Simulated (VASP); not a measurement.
# IrAu (P6_3/mmc) in VASP: density of states with PBE

Aim: the density of states of IrAu with PBE.

All numbers are computed with VASP 6.6.1; they aren't measurements. Logs are shortened: lines on timing, memory, paths and dates and some standing lists are left out, and cuts for length are marked.

### 1 The cell of the first run

Symmetry: P6_3/mmc, No. 194, hexagonal system. Conventional cell: a = 2.818 Å, b = 2.818 Å, c = 9.351 Å, α = 90.00°, β = 90.00°, γ = 120.00°. Ir (site symmetry -6m2) has 6 Ir at 2.82 Å and 6 Au at 2.85 Å within 3.7 Å. Au (site symmetry -3m) has 6 Au at 2.82 Å and 6 Ir at 2.85 Å within 3.7 Å.

### 2 Density of states, PBE

The input, POSCAR:

```
IrAu
1.0
    2.8176371802      0.0000000000      0.0000000000
   -1.4088185901      2.4401453767      0.0000000000
    0.0000000000      0.0000000000      9.3511289139
Ir Au
2 2
Direct
    0.3333333333      0.6666666667      0.2500000000
    0.6666666667      0.3333333333      0.7500000000
    0.0000000000      0.0000000000      0.0000000000
    0.0000000000      0.0000000000      0.5000000000
```

The input, INCAR.step1:

```
  PREC = Accurate
  ENCUT = 520
  EDIFF = 1E-6
  ISMEAR = 0
  SIGMA = 0.1
  LREAL = False
  LASPH = True
  NELM = 80
  ALGO = Fast
  ISIF = 2
  LWAVE = False
  LCHARG = True
  LMAXMIX = 4
  GGA = PE
  NBANDS = 28
```

The input, KPOINTS.step1:

```
Automatic mesh
0
Gamma
  18 18 6
```

The input, INCAR.step2:

```
  PREC = Accurate
  ENCUT = 520
  EDIFF = 1E-6
  ISMEAR = -5
  SIGMA = 0.1
  LREAL = False
  LASPH = True
  NELM = 80
  ALGO = Fast
  ISIF = 2
  LWAVE = False
  LCHARG = False
  LMAXMIX = 4
  GGA = PE
  LORBIT = 11
  NBANDS = 28
  NEDOS = 2001
  ICHARG = 11
```

The input, KPOINTS.step2:

```
Automatic mesh
0
Gamma
  27 27 9
```

Potentials or basis: VASP PAW PBE potentials, release 64 (Ir, Au).

The run is started by

```console
> cat potpaw_PBE.64/Ir/POTCAR potpaw_PBE.64/Au/POTCAR > POTCAR
> cp INCAR.step1 INCAR
> cp KPOINTS.step1 KPOINTS
> mpirun -np 1 vasp_std > vasp.out
> cp INCAR.step2 INCAR
> cp KPOINTS.step2 KPOINTS
> mpirun -np 1 vasp_std > vasp.out
```

OUTCAR:

```text
PREC = Accurate
   ENCUT = 520
   EDIFF = 1E-6
   ISMEAR = -5
   LREAL = False
   LASPH = True
   NELM = 80
   ISIF = 2
   GGA = PE
   LORBIT = 11
   ICHARG = 11

 ion  position               nearest neighbor table
   1  0.333  0.667  0.250-   3 2.85   4 2.85   3 2.85   4 2.85   3 2.85   4 2.85
   2  0.667  0.333  0.750-   3 2.85   4 2.85   3 2.85   4 2.85   3 2.85   4 2.85
   3  0.000  0.000  0.000-   1 2.85   2 2.85   1 2.85   2 2.85   2 2.85   1 2.85
   4  0.000  0.000  0.500-   1 2.85   2 2.85   1 2.85   2 2.85   2 2.85   1 2.85

  LATTYP: Found a hexagonal cell.
 ALAT       =     2.8176371802
 C/A-ratio  =     3.3187839015

  Lattice vectors:

 A1 = (   2.8176371802,   0.0000000000,   0.0000000000)
 A2 = (  -1.4088185901,   2.4401453767,   0.0000000000)
 A3 = (   0.0000000000,   0.0000000000,   9.3511289139)

Analysis of symmetry for initial positions (statically):
=====================================================================
 Subroutine PRICEL returns:
 Original cell was already a primitive cell.

 Routine SETGRP: Setting up the symmetry group for a
 hexagonal supercell.

 Subroutine GETGRP returns: Found 24 space group operations
 (whereof 12 operations were pure point group operations)
 out of a pool of 24 trial point group operations.

The static configuration has the point symmetry D_3d.
 The point group associated with its full space group is D_6h.

Analysis of symmetry for dynamics (positions and initial velocities):
=====================================================================
 Subroutine PRICEL returns:
 Original cell was already a primitive cell.

 Routine SETGRP: Setting up the symmetry group for a
 hexagonal supercell.

 Subroutine GETGRP returns: Found 24 space group operations
 (whereof 12 operations were pure point group operations)
 out of a pool of 24 trial point group operations.

The dynamic configuration has the point symmetry D_3d.
 The point group associated with its full space group is D_6h.

 Subroutine INISYM returns: Found 24 space group operations
 (whereof 12 operations are pure point group operations),
 and found     1 'primitive' translations

----------------------------------------------------------------------------------------

                                     Primitive cell

  volume of cell :      64.2932

  direct lattice vectors                    reciprocal lattice vectors
     2.817637180  0.000000000  0.000000000     0.354907299  0.204905824  0.000000000
    -1.408818590  2.440145377  0.000000000     0.000000000  0.409811649  0.000000000
     0.000000000  0.000000000  9.351128914     0.000000000  0.000000000  0.106938960

  length of vectors
     2.817637180  2.817637180  9.351128914     0.409811649  0.409811649  0.106938960

  position of ions in fractional coordinates (direct lattice)
     0.333333333  0.666666667  0.250000000
     0.666666667  0.333333333  0.750000000
     0.000000000  0.000000000  0.000000000
     0.000000000  0.000000000  0.500000000

  ion indices of the primitive-cell ions
   primitive index   ion index
                 1           1
                 2           2
                 3           3
                 4           4

----------------------------------------------------------------------------------------

 KPOINTS: Automatic mesh

Automatic generation of k-mesh.
 Grid dimensions read from file:
 generate k-points for:   27   27    9

 Generating k-lattice:

  Cartesian coordinates                     Fractional coordinates (reciprocal lattice)
     0.013144715  0.007589105  0.000000000     0.037037037  0.000000000  0.000000000
     0.000000000  0.015178209  0.000000000     0.000000000  0.037037037  0.000000000
     0.000000000  0.000000000  0.011882107     0.000000000  0.000000000  0.111111111

  Length of vectors
     0.015178209  0.015178209  0.011882107

  Shift w.r.t. Gamma in fractional coordinates (k-lattice)
     0.000000000  0.000000000  0.000000000

 TETIRR: Found   6288 inequivalent tetrahedra from    39366

 Subroutine IBZKPT returns following result:
 ===========================================

 Found    375 irreducible k-points:

 Following reciprocal coordinates:
            Coordinates               Weight
  0.000000  0.000000  0.000000      1.000000
  0.037037 -0.000000  0.000000      6.000000
  0.074074 -0.000000  0.000000      6.000000
  0.111111 -0.000000  0.000000      6.000000
  0.148148 -0.000000  0.000000      6.000000
  0.185185 -0.000000  0.000000      6.000000
[... 16 lines left out ...]
  0.333333  0.037037  0.000000     12.000000
  0.370370  0.037037  0.000000     12.000000
 [... further k-points ...]
   k-points           NKPTS =    375   k-points in BZ     NKDIM =    375   number of bands    NBANDS=     28
   number of dos      NEDOS =   2001   number of ions     NIONS =      4
   total plane-waves  NPLWV =  40320
   dimension x,y,z NGX =    24 NGY =   24 NGZ =   70
   dimension x,y,z NGXF=    48 NGYF=   48 NGZF=  140
   ions per type =               2   2
   NGX,Y,Z   is equivalent  to a cutoff of  14.16, 14.16, 12.44 a.u.
   NGXF,Y,Z  is equivalent  to a cutoff of  28.32, 28.32, 24.89 a.u.
 SYSTEM =  unknown system
   PREC   = accura    normal or accurate (medium, high low for compatibility)
   ISTART =      0    job   : 0-new  1-cont  2-samecut
   ICHARG =     11    charge: 1-file 2-atom 10-const
   ISPIN  =      1    spin polarized calculation?
   LNONCOLLINEAR =      F non collinear calculations
   LSORBIT =      F    spin-orbit coupling
   LASPH  =      T    aspherical Exc in radial PAW
   ENCUT  =  520.0 eV  38.22 Ry    6.18 a.u.   5.24  5.24 17.39*2*pi/ulx,y,z
   NELM   =     80;   NELMIN=  2; NELMDL=  0     # of ELM steps
   EDIFF  = 0.1E-05   stopping-criterion for ELM
   LREAL  =      F    real-space projection
   EDIFFG = 0.1E-04   stopping-criterion for IOM
   NSW    =      0    number of steps for IOM
   IBRION =     -1    ionic relax: 0-MD 1-quasi-New 2-CG
   NFREE  =      0    steps in history (QN), initial steepest desc. (CG)
   ISIF   =      2    stress and relaxation
   ISYM   =      2    0-nonsym 1-usesym 2-fastsym
   POTIM  = 0.5000    time-step for ionic-motion
   TEBEG  =    0.0;   TEEND  =   0.0 temperature during run
   PSTRESS=    0.0 pullay stress
   NELECT =      40.0000    total number of electrons
   NUPDOWN=      -1.0000    fix difference up-down
   EMIN   =  10.00;   EMAX   =-10.00  energy-range for DOS
   EFERMI =   0.00;   METHOD = LEGACY
   ISMEAR =    -5;   SIGMA  =   0.10  broadening in eV -4-tet -1-fermi 0-gaus
   EFERMI_NEDOS =   21; number of points for ismear=-14 and -15
   IALGO  =     68    algorithm
   IMIX   =      4    mixing-type and parameters
     AMIX     =   0.40;   BMIX     =  1.00
     AMIX_MAG =   1.60;   BMIX_MAG =  1.00
  volume/ion in A,a.u.               =      16.07       108.47
  Fermi-wavevector in a.u.,A,eV,Ry     =   1.397569  2.641022 26.574883  1.953199
  Thomas-Fermi vector in A             =   2.520812
   LORBIT       =     11    0 simple, 1 ext, 2 COOP (PROOUT), +10 PAW based schemes
   GGA     = PE    functional components
   LHFCALC =     F    Hartree Fock is set to
   AEXX    =    0.0000 exact exchange contribution
   IVDW    =     0    specifies the selected vdW correction
   LEPSILON=     F    determine dielectric tensor
   LRPA    =     F    only Hartree local field effects (RPA)
 non-spin polarized calculation
 RMM-DIIS sequential band-by-band and
 Fermi weights with tetrahedron method with Bloechl corrections
  energy-cutoff  :      520.00
  volume of cell :       64.29
 maximum number of plane-waves:      1752
 NGX is ok and might be reduce to    24

 number of electron      40.0000001 magnetization

 Free energy of the ion-electron system (eV)
  ---------------------------------------------------
  ext. energy  EPLUGINS =         0.00000000
  ---------------------------------------------------
  free energy    TOTEN  =       -22.53482987 eV

  energy without entropy =      -22.53482987  energy(sigma->0) =      -22.53482987

 E-fermi :   9.1207     XC(G=0): -13.1525

 val. band max:        9.1501652196   @ k =   0.4444   0.0370   0.2222
 cond. band min:       9.0864316715   @ k =   0.2593   0.0370   0.0000
 fundamental gap:     -0.0637335482
 Fermi energy:         9.1207123899

 k-point     1 :       0.0000    0.0000    0.0000
  band No.  band energies     occupation
      1      -0.7769      2.00000
      2       0.7704      2.00000
      3       1.4849      2.00000
      4       1.8860      2.00000
      5       4.1937      2.00000
      6       4.4369      2.00000
[... 20 lines left out ...]
     27      21.6806      0.00000
     28      23.7207      0.00000

 k-point     2 :       0.0370   -0.0000    0.0000
  band No.  band energies     occupation
      1      -0.7298      2.00000
      2       0.8160      2.00000
      3       1.5284      2.00000
      4       1.9250      2.00000
      5       4.1836      2.00000
      6       4.4154      2.00000
[... 20 lines left out ...]
     27      21.7107      0.00000
     28      23.7932      0.00000

 k-point     3 :       0.0741   -0.0000    0.0000
  band No.  band energies     occupation
      1      -0.5897      2.00000
      2       0.9503      2.00000
      3       1.6548      2.00000
      4       2.0390      2.00000
      5       4.1540      2.00000
      6       4.3546      2.00000
[... 20 lines left out ...]
     27      21.7914      0.00000
     28      23.9436      0.00000

 k-point     4 :       0.1111   -0.0000    0.0000
  band No.  band energies     occupation
      1      -0.3611      2.00000
      2       1.1656      2.00000
      3       1.8510      2.00000
      4       2.2177      2.00000
      5       4.1056      2.00000
      6       4.2663      2.00000
[... 20 lines left out ...]
     27      21.8926      0.00000
     28      24.1710      0.00000

 k-point     5 :       0.1481   -0.0000    0.0000
  band No.  band energies     occupation
      1      -0.0521      2.00000
      2       1.4450      2.00000
      3       2.0897      2.00000
      4       2.4412      2.00000
      5       4.0370      2.00000
      6       4.1341      2.00000
[... 20 lines left out ...]
     27      21.9472      0.00000
     28      24.1988      0.00000

 k-point     6 :       0.1852   -0.0000    0.0000
  band No.  band energies     occupation
      1       0.3242      2.00000
      2       1.7561      2.00000
      3       2.3249      2.00000
      4       2.6730      2.00000
      5       3.9393      2.00000
      6       4.0228      2.00000
[... 463 lines left out ...]
      5       3.5598      2.00000
      6       4.2159      2.00000
[... 20 lines left out ...]
     27      20.4331      0.00000
     28      21.2506      0.00000

 k-point    22 :       0.2963    0.0370    0.0000
  band No.  band energies     occupation
      1       1.7465      2.00000
      2       2.3225      2.00000
      3       2.6137      2.00000
      4       2.9380      2.00000
      5       3.3711      2.00000
      6       4.1401      2.00000
[... 20 lines left out ...]
     27      19.4344      0.00000
     28      20.1555      0.00000

 k-point    23 :       0.3333    0.0370    0.0000
  band No.  band energies     occupation
      1       1.9186      2.00000
      2       2.2663      2.00000
      3       2.5699      2.00000
      4       3.0419      2.00000
      5       3.1938      2.00000
      6       4.0938      2.00000
[... 20 lines left out ...]
     27      18.5888      0.00000
     28      19.0000      0.00000

 k-point    24 :       0.3704    0.0370    0.0000
  band No.  band energies     occupation
      1       1.9586      2.00000
      2       2.1906      2.00000
      3       2.5033      2.00000
      4       3.0455      2.00000
      5       3.2213      2.00000
      6       3.9957      2.00000
[... 20 lines left out ...]
     27      17.8712      0.00000
     28      18.2253      0.00000

 [... further k-points ...]

------------------------ aborting loop because EDIFF is reached ----------------------------------------

  FORCE on cell =-STRESS in cart. coord.  units (eV):
  Direction    XX          YY          ZZ          XY          YZ          ZX
  --------------------------------------------------------------------------------------
  -------------------------------------------------------------------------------------
  Total       -0.1638847     -0.1638847     -0.1098997      0.0000000     -0.0000000      0.0000000
  in kB       -4.0839849     -4.0839849     -2.7386863      0.0000000     -0.0000000      0.0000000
  external PRESSURE =      -3.6355520 kB  Pullay stress =       0.0000000 kB

 VOLUME and BASIS-vectors are now :
 -----------------------------------------------------------------------------
  energy-cutoff  :      520.00
  volume of cell :       64.29
      direct lattice vectors                 reciprocal lattice vectors
     2.817637180  0.000000000  0.000000000     0.354907299  0.204905824  0.000000000
    -1.408818590  2.440145377  0.000000000     0.000000000  0.409811649  0.000000000
     0.000000000  0.000000000  9.351128914     0.000000000  0.000000000  0.106938960

 POSITION                                       TOTAL-FORCE (eV/Angst)
 -----------------------------------------------------------------------------------
     -0.00000      1.62676      2.33778        -0.000000      0.000000     -0.000000
      1.40882      0.81338      7.01335         0.000000      0.000000      0.000000
      0.00000      0.00000      0.00000        -0.000000      0.000000      0.000000
      0.00000      0.00000      4.67556        -0.000000      0.000000      0.000000
 -----------------------------------------------------------------------------------
    total drift:                                0.000000     -0.000000      0.000000

  FREE ENERGIE OF THE ION-ELECTRON SYSTEM (eV)
  ---------------------------------------------------
  free  energy   TOTEN  =       -22.5348298653 eV

  energy  without entropy=      -22.5348298653  energy(sigma->0) =      -22.53482987

 total charge

# of ion       s       p       d       tot
------------------------------------------
    1        0.591   0.525   6.922   8.038
    2        0.591   0.525   6.922   8.038
    3        0.566   0.446   8.709   9.720
    4        0.566   0.446   8.709   9.720
--------------------------------------------------
tot          2.313   1.941  31.262  35.517
```

It took 7.8 min on 1 thread of Intel Xeon 6975P-C, shared host; peak memory 0.66 GiB.

Results:

```yaml
Valence_electrons_inside_the_program's_atomic_spheres: Ir 8.04; Au 9.72
```

Levels at points of the mesh, in eV from the Fermi level:
```
           k point  band 17  band 18  band 19  band 20  band 21  band 22  band 23  band 24
(0.00, 0.00, 0.00)    -2.44    -1.76    -1.76    -0.68    -0.29    -0.29     0.26     0.26
```

Caveat: spin-orbit coupling is left out, which moves the levels of the heavy elements; tetrahedron occupations give inexact forces and stress in metals.
